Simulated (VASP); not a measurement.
# Sr (Cmmm) in VASP: further runs

Sr is run at these levels: PBE; tasks: single point.

All numbers are computed with VASP 6.6.1; they aren't measurements. Logs are shortened: lines on timing, memory, paths and dates and some standing lists are left out, and cuts for length are marked.

## Step 1: The cell of the first run

The structure is orthorhombic, space group Cmmm (No. 65). The conventional cell has a = 3.813 Å, b = 7.115 Å, c = 5.719 Å, α = 90.00°, β = 90.00°, γ = 90.00°. Sr (site symmetry mmm) has 6 Sr at 3.81 to 4.04 Å within 5.0 Å.

## Step 2: Single point, PBE (Ba replaced by Sr, lengths x 0.944, strained)

Input file INCAR:

```
PREC = Accurate ; ENCUT = 520
EDIFF = 1E-7 ; ISMEAR = 0
SIGMA = 0.1 ; LREAL = False
LASPH = True ; NELM = 100
ALGO = Normal ; ISIF = 2
LWAVE = False ; LCHARG = True
GGA = PE ; LELF = True
LVHAR = True ; NBANDS = 11
```

Input file KPOINTS:

```
regular mesh
0
Gamma
  12 12 8
```

Input file POSCAR:

```
Sr
1.0
    1.9064102481     -3.5577317349      0.0000000000
    1.9064102481      3.5577317349      0.0000000000
    0.0000000000      0.0000000000      5.7186034744
Sr
1
Direct
    0.0000000000      0.0000000000      0.0000000000
```

Potentials or basis: VASP PAW PBE potentials, release 64 (Sr_sv).

Run with:

```console
$ cat potpaw_PBE.64/Sr_sv/POTCAR > POTCAR
$ mpirun -np 1 vasp_std > vasp.out
```

OUTCAR:

```text
PREC = Accurate
   ENCUT = 520
   EDIFF = 1E-7
   ISMEAR = 0
   LREAL = False
   LASPH = True
   NELM = 100
   ISIF = 2
   GGA = PE

 ion  position               nearest neighbor table
   1  0.000  0.000  0.000-

  LATTYP: Found a base centered orthorhombic cell.
 ALAT       =     3.8128204962
 B/A-ratio  =     1.8661941932
 C/A-ratio  =     1.4998354840

  Lattice vectors:

 A1 = (   1.9064102481,  -3.5577317349,   0.0000000000)
 A2 = (   1.9064102481,   3.5577317349,   0.0000000000)
 A3 = (   0.0000000000,   0.0000000000,   5.7186034744)

Analysis of symmetry for initial positions (statically):
=====================================================================
 Subroutine PRICEL returns:
 Original cell was already a primitive cell.

 Routine SETGRP: Setting up the symmetry group for a
 base centered orthorhombic supercell.

 Subroutine GETGRP returns: Found  8 space group operations
 (whereof  8 operations were pure point group operations)
 out of a pool of  8 trial point group operations.

The static configuration has the point symmetry D_2h.

Analysis of symmetry for dynamics (positions and initial velocities):
=====================================================================
 Subroutine PRICEL returns:
 Original cell was already a primitive cell.

 Routine SETGRP: Setting up the symmetry group for a
 base centered orthorhombic supercell.

 Subroutine GETGRP returns: Found  8 space group operations
 (whereof  8 operations were pure point group operations)
 out of a pool of  8 trial point group operations.

The dynamic configuration has the point symmetry D_2h.

 Subroutine INISYM returns: Found  8 space group operations
 (whereof  8 operations are pure point group operations),
 and found     1 'primitive' translations

----------------------------------------------------------------------------------------

                                     Primitive cell

  volume of cell :      77.5728

  direct lattice vectors                    reciprocal lattice vectors
     1.906410248 -3.557731735  0.000000000     0.262273034 -0.140538983  0.000000000
     1.906410248  3.557731735  0.000000000     0.262273034  0.140538983  0.000000000
     0.000000000  0.000000000  5.718603474     0.000000000  0.000000000  0.174867868

  length of vectors
     4.036317026  4.036317026  5.718603474     0.297553945  0.297553945  0.174867868

  position of ions in fractional coordinates (direct lattice)
     0.000000000  0.000000000  0.000000000

  ion indices of the primitive-cell ions
   primitive index   ion index
                 1           1

----------------------------------------------------------------------------------------

 KPOINTS: regular mesh

Automatic generation of k-mesh.
 Grid dimensions read from file:
 generate k-points for:   12   12    8

 Generating k-lattice:

  Cartesian coordinates                     Fractional coordinates (reciprocal lattice)
     0.021856086 -0.011711582  0.000000000     0.083333333 -0.000000000  0.000000000
     0.021856086  0.011711582  0.000000000    -0.000000000  0.083333333  0.000000000
     0.000000000  0.000000000  0.021858484     0.000000000  0.000000000  0.125000000

  Length of vectors
     0.024796162  0.024796162  0.021858484

  Shift w.r.t. Gamma in fractional coordinates (k-lattice)
     0.000000000  0.000000000  0.000000000

 Subroutine IBZKPT returns following result:
 ===========================================

 Found    215 irreducible k-points:

 Following reciprocal coordinates:
            Coordinates               Weight
  0.000000  0.000000  0.000000      1.000000
  0.083333 -0.000000  0.000000      4.000000
  0.166667 -0.000000  0.000000      4.000000
  0.250000 -0.000000  0.000000      4.000000
  0.333333 -0.000000  0.000000      4.000000
  0.416667 -0.000000  0.000000      4.000000
[... 16 lines left out ...]
  0.500000  0.166667  0.000000      4.000000
 -0.416667  0.166667  0.000000      4.000000
 [... further k-points ...]
   k-points           NKPTS =    215   k-points in BZ     NKDIM =    215   number of bands    NBANDS=     11
   number of dos      NEDOS =    301   number of ions     NIONS =      1
   total plane-waves  NPLWV =  43200
   dimension x,y,z NGX =    30 NGY =   30 NGZ =   48
   dimension x,y,z NGXF=    60 NGYF=   60 NGZF=   96
   ions per type =               1
   NGX,Y,Z   is equivalent  to a cutoff of  12.36, 12.36, 13.95 a.u.
   NGXF,Y,Z  is equivalent  to a cutoff of  24.71, 24.71, 27.91 a.u.
 SYSTEM =  unknown system
   PREC   = accura    normal or accurate (medium, high low for compatibility)
   ISTART =      0    job   : 0-new  1-cont  2-samecut
   ICHARG =      2    charge: 1-file 2-atom 10-const
   ISPIN  =      1    spin polarized calculation?
   LNONCOLLINEAR =      F non collinear calculations
   LSORBIT =      F    spin-orbit coupling
   LASPH  =      T    aspherical Exc in radial PAW
   ENCUT  =  520.0 eV  38.22 Ry    6.18 a.u.   7.50  7.50 10.63*2*pi/ulx,y,z
   NELM   =    100;   NELMIN=  2; NELMDL= -5     # of ELM steps
   EDIFF  = 0.1E-06   stopping-criterion for ELM
   LREAL  =      F    real-space projection
   EDIFFG = 0.1E-05   stopping-criterion for IOM
   NSW    =      0    number of steps for IOM
   IBRION =     -1    ionic relax: 0-MD 1-quasi-New 2-CG
   NFREE  =      0    steps in history (QN), initial steepest desc. (CG)
   ISIF   =      2    stress and relaxation
   ISYM   =      2    0-nonsym 1-usesym 2-fastsym
   POTIM  = 0.5000    time-step for ionic-motion
   TEBEG  =    0.0;   TEEND  =   0.0 temperature during run
   PSTRESS=    0.0 pullay stress
   NELECT =      10.0000    total number of electrons
   NUPDOWN=      -1.0000    fix difference up-down
   EMIN   =  10.00;   EMAX   =-10.00  energy-range for DOS
   EFERMI =   0.00;   METHOD = LEGACY
   ISMEAR =     0;   SIGMA  =   0.10  broadening in eV -4-tet -1-fermi 0-gaus
   EFERMI_NEDOS =   21; number of points for ismear=-14 and -15
   IALGO  =     38    algorithm
   IMIX   =      4    mixing-type and parameters
     AMIX     =   0.40;   BMIX     =  1.00
     AMIX_MAG =   1.60;   BMIX_MAG =  1.00
  volume/ion in A,a.u.               =      77.57       523.49
  Fermi-wavevector in a.u.,A,eV,Ry     =   0.826999  1.562802  9.305396  0.683927
  Thomas-Fermi vector in A             =   1.939128
   LORBIT       =      0    0 simple, 1 ext, 2 COOP (PROOUT), +10 PAW based schemes
   GGA     = PE    functional components
   LHFCALC =     F    Hartree Fock is set to
   AEXX    =    0.0000 exact exchange contribution
   IVDW    =     0    specifies the selected vdW correction
   LEPSILON=     F    determine dielectric tensor
   LRPA    =     F    only Hartree local field effects (RPA)
 non-spin polarized calculation
 Gauss-broadening in eV      SIGMA  =   0.10
  energy-cutoff  :      520.00
  volume of cell :       77.57
 maximum number of plane-waves:      2110
   NGX = 15   NGY = 15   NGZ = 21

 number of electron      10.0000000 magnetization

 Free energy of the ion-electron system (eV)
  ---------------------------------------------------
  ext. energy  EPLUGINS =         0.00000000
  ---------------------------------------------------
  free energy    TOTEN  =        -1.04600299 eV

  energy without entropy =       -1.03990630  energy(sigma->0) =       -1.04295465

 E-fermi :   0.4005     XC(G=0):  -6.1650

 val. band max:        0.3778925961   @ k =   0.3333   0.1667   0.3750
 cond. band min:       0.4251203940   @ k =   0.3333  -0.0000   0.5000
 fundamental gap:      0.0472277979
 Fermi energy:         0.4004678847

 k-point     1 :       0.0000    0.0000    0.0000
  band No.  band energies     occupation
      1     -36.4892      2.00000
      2     -18.5541      2.00000
      3     -18.2883      2.00000
      4     -18.2665      2.00000
      5      -2.6747      2.00000
      6       0.7771      0.00000
      7       2.4470      0.00000
      8       2.5369      0.00000
      9       3.2988      0.00000
     10       4.5700      0.00000
     11       4.8137      0.00000

 k-point     2 :       0.0833   -0.0000    0.0000
  band No.  band energies     occupation
      1     -36.4872      2.00000
      2     -18.5508      2.00000
      3     -18.2987      2.00000
      4     -18.2858      2.00000
      5      -2.5459      2.00000
      6       0.8720      0.00000
      7       2.4252      0.00000
      8       2.4880      0.00000
      9       3.1455      0.00000
     10       4.5519      0.00000
     11       4.9231      0.00000

 k-point     3 :       0.1667   -0.0000    0.0000
  band No.  band energies     occupation
      1     -36.4817      2.00000
      2     -18.5418      2.00000
      3     -18.3605      2.00000
      4     -18.3042      2.00000
      5      -2.1754      2.00000
      6       1.1391      0.00000
      7       2.1740      0.00000
      8       2.2852      0.00000
      9       3.2061      0.00000
     10       4.4250      0.00000
     11       5.2488      0.00000

 k-point     4 :       0.2500   -0.0000    0.0000
  band No.  band energies     occupation
      1     -36.4742      2.00000
      2     -18.5295      2.00000
      3     -18.4493      2.00000
      4     -18.3231      2.00000
      5      -1.6123      2.00000
      6       1.4300      0.00000
      7       1.9047      0.00000
      8       1.9402      0.00000
      9       3.7396      0.00000
     10       4.2462      0.00000
     11       5.6182      0.00000

 k-point     5 :       0.3333   -0.0000    0.0000
  band No.  band energies     occupation
      1     -36.4667      2.00000
      2     -18.5364      2.00000
      3     -18.5172      2.00000
      4     -18.3416      2.00000
      5      -0.9472      2.00000
      6       1.2695      0.00000
      7       1.6844      0.00000
      8       2.1515      0.00000
      9       4.0825      0.00000
     10       4.4914      0.00000
     11       5.8704      0.00000
[... 211 lines left out ...]
 k-point    21 :       0.3333    0.1667    0.0000
  band No.  band energies     occupation
      1     -36.4592      2.00000
      2     -18.6017      2.00000
      3     -18.5048      2.00000
      4     -18.3814      2.00000
      5       0.0849      1.99999
      6       1.0103      0.00000
      7       1.6524      0.00000
      8       2.3229      0.00000
      9       3.3734      0.00000
     10       4.6856      0.00000
     11       6.4288      0.00000

 k-point    22 :       0.4167    0.1667    0.0000
  band No.  band energies     occupation
      1     -36.4587      2.00000
      2     -18.5957      2.00000
      3     -18.5037      2.00000
      4     -18.3988      2.00000
      5       0.2400      1.97673
      6       1.1754      0.00000
      7       1.6894      0.00000
      8       2.1687      0.00000
      9       3.2007      0.00000
     10       5.1832      0.00000
     11       5.7727      0.00000

 k-point    23 :       0.5000    0.1667    0.0000
  band No.  band energies     occupation
      1     -36.4618      2.00000
      2     -18.5562      2.00000
      3     -18.5084      2.00000
      4     -18.4012      2.00000
      5      -0.0861      2.00000
      6       1.1590      0.00000
      7       1.7402      0.00000
      8       2.2664      0.00000
      9       3.2471      0.00000
     10       4.9817      0.00000
     11       5.9755      0.00000

 k-point    24 :      -0.4167    0.1667    0.0000
  band No.  band energies     occupation
      1     -36.4675      2.00000
      2     -18.5175      2.00000
      3     -18.4977      2.00000
      4     -18.3834      2.00000
      5      -0.7178      2.00000
      6       1.2532      0.00000
      7       1.7936      0.00000
      8       2.0912      0.00000
      9       3.5174      0.00000
     10       4.7066      0.00000
     11       5.9794      0.00000

 [... further k-points ...]
[... 5 lines left out ...]
  --------------------------------------------------------------------------------------
  -------------------------------------------------------------------------------------
  Total        1.3727172      0.4661190     -0.8269211     -0.0000000      0.0000000      0.0000000
  in kB       28.3518961      9.6271524    -17.0791056     -0.0000000      0.0000000      0.0000000
  external PRESSURE =       6.9666476 kB  Pullay stress =       0.0000000 kB

 VOLUME and BASIS-vectors are now :
 -----------------------------------------------------------------------------
  energy-cutoff  :      520.00
  volume of cell :       77.57
      direct lattice vectors                 reciprocal lattice vectors
     1.906410248 -3.557731735  0.000000000     0.262273034 -0.140538983  0.000000000
     1.906410248  3.557731735  0.000000000     0.262273034  0.140538983  0.000000000
     0.000000000  0.000000000  5.718603474     0.000000000  0.000000000  0.174867868

 POSITION                                       TOTAL-FORCE (eV/Angst)
 -----------------------------------------------------------------------------------
      0.00000      0.00000      0.00000         0.000000      0.000000      0.000000
 -----------------------------------------------------------------------------------
    total drift:                                0.000000     -0.000000      0.000000

  FREE ENERGIE OF THE ION-ELECTRON SYSTEM (eV)
  ---------------------------------------------------
  free  energy   TOTEN  =        -1.0460029908 eV

  energy  without entropy=       -1.0399063027  energy(sigma->0) =       -1.04295465
```

Run time: 2.4 min. Hardware: 1 thread of Intel Xeon Platinum 8259CL at 2.50GHz (Skylake/Cascade Lake), shared host; peak memory 0.33 GiB.

Results:

```
Free energy            : -1.0460 eV
Pressure               : 0.7 GPa
Band gap on the k mesh : zero (band 5 reaches 1.04 eV, above the bottom of band 6 at -0.24 eV)
```

Levels at points of the mesh, in eV from the Fermi level:
| k point | band 1 | band 2 | band 3 | band 4 | band 5 | band 6 | band 7 | band 8 | band 9 | band 10 |
| --- | --- | --- | --- | --- | --- | --- | --- | --- | --- | --- |
| (0.00, 0.00, 0.00) | -36.89 | -18.95 | -18.69 | -18.67 | -3.08 | 0.38 | 2.05 | 2.14 | 2.90 | 4.17 |
| (0.50, 0.00, 0.00) | -36.86 | -19.02 | -18.91 | -18.76 | -0.53 | 0.83 | 1.09 | 1.73 | 3.53 | 5.30 |
| (0.50, 0.50, 0.00) | -36.87 | -18.96 | -18.92 | -18.72 | -0.69 | 0.47 | 1.08 | 1.53 | 3.93 | 5.28 |
| (0.00, 0.00, 0.50) | -36.89 | -18.96 | -18.69 | -18.67 | -2.58 | -0.64 | 2.07 | 2.33 | 2.92 | 4.05 |
| (0.50, 0.00, 0.50) | -36.86 | -19.02 | -18.91 | -18.76 | -0.32 | 0.35 | 1.51 | 2.67 | 3.16 | 3.31 |
| (0.50, 0.50, 0.50) | -36.87 | -18.96 | -18.92 | -18.72 | -0.43 | 0.26 | 1.13 | 2.28 | 2.99 | 3.75 |

Caveat: the cell differs from its parent crystal (Ba replaced by Sr, lengths x 0.944, strained).

## Step 3: Single point, PBE (Ba replaced by Sr, lengths x 0.944, strained)

Input file INCAR:

```
SYSTEM = Sr
PREC = Accurate ; ENCUT = 520
EDIFF = 1E-7 ; ISMEAR = 0
SIGMA = 0.1 ; LREAL = .False.
LASPH = .True. ; NELM = 100
ALGO = Normal ; ISIF = 2
LWAVE = .False. ; LCHARG = .False.
GGA = PE ; NBANDS = 11
```

Input file KPOINTS:

```
Automatic mesh
0
Gamma
  6 6 4
  0 0 0
```

Input file POSCAR:

```
Sr
1.0
    1.8457360502     -3.5668643744      0.0000000000
    1.8457360502      3.5668643744      0.0000000000
    0.0000000000      0.0000000000      5.4359481628
Sr
1
Direct
    0.0000000000      0.0000000000      0.0000000000
```

Potentials or basis: VASP PAW PBE potentials, release 64 (Sr_sv).

Run with:

```console
$ cat potpaw_PBE.64/Sr_sv/POTCAR > POTCAR
$ mpirun -np 1 vasp_std > vasp.out
```

Wall time 30 s (1 thread of Intel Xeon Platinum 8259CL at 2.50GHz (Skylake/Cascade Lake), shared host); peak memory 0.19 GiB.

Results (log left out):

- Free energy: -1.0353 eV
- Pressure: 1.0 GPa
- Band gap on the k mesh: zero (band 5 reaches 1.25 eV, above the bottom of band 6 at -0.08 eV)

Stress tensor (GPa, compression positive):
```
 4.29  0.00  0.00
 0.00  1.20  0.00
 0.00  0.00 -2.44
```

Levels at points of the mesh, in eV from the Fermi level:
```tsv
k point	band 3	band 4	band 5	band 6	band 7	band 8
(0.00, 0.00, 0.00)	-18.58	-18.54	-3.12	0.41	1.93	2.59
(0.50, 0.00, 0.00)	-18.78	-18.65	-0.51	0.98	1.21	1.80
(0.50, 0.50, 0.00)	-18.80	-18.59	-0.74	0.44	1.22	1.47
(0.00, 0.00, 0.50)	-18.58	-18.54	-2.49	-0.65	1.97	2.64
(0.50, 0.00, 0.50)	-18.78	-18.65	-0.25	0.30	1.85	2.83
(0.50, 0.50, 0.50)	-18.81	-18.59	-0.40	0.18	1.26	2.25
```

Caveat: the cell differs from its parent crystal (Ba replaced by Sr, lengths x 0.944, strained).
